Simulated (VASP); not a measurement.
TaSiAs, 6 atoms in the cell. Symmetry: P4/nmm, No. 129, tetragonal system. Conventional cell: a = 3.499 Å, b = 3.499 Å, c = 7.857 Å, α = 90.00°, β = 90.00°, γ = 90.00°. Ta (site symmetry 4mm) has 4 Si at 2.67 Å and 5 As at 2.69 to 2.77 Å and 4 Ta at 3.50 Å within 3.5 Å. Si (site symmetry -4m2) has 4 Si at 2.47 Å and 4 Ta at 2.67 Å within 3.3 Å. Within 3.6 Å of As (site symmetry 4mm) lie 5 Ta at 2.69 to 2.77 Å and 8 As at 3.01 to 3.50 Å and 4 Si at 3.54 Å. 

* Program: VASP 6.6.1
* Task: single point
* Functional: PBEsol
* Potentials or basis: VASP PAW PBE potentials, release 64 (Ta_pv, Si, As)
* Cutoff: 520 eV
* k mesh: 7 × 7 × 4
* Occupations: gaussian, width 0.1 eV
* Spin: no spin polarisation
* Dipole correction: no
* Further INCAR settings: ALGO = Normal; EDIFF = 1e-07; NBANDS = 29

Potentials or basis: VASP PAW PBE potentials, release 64 (Ta_pv, Si, As).

Run with:

```sh
$ cat potpaw_PBE.64/Ta_pv/POTCAR potpaw_PBE.64/Si/POTCAR potpaw_PBE.64/As/POTCAR > POTCAR
$ mpirun -np 1 vasp_std > vasp.out
```

Hardware: 1 thread of Intel Xeon 8259CL, on a shared host.

Q: Estimate the wall time of this run.

A: Run time: 2.3 min on 1 thread of Intel Xeon 8259CL, with other jobs on the host, peak memory 0.26 GiB. Counts: scf iterations 14, k points 30.
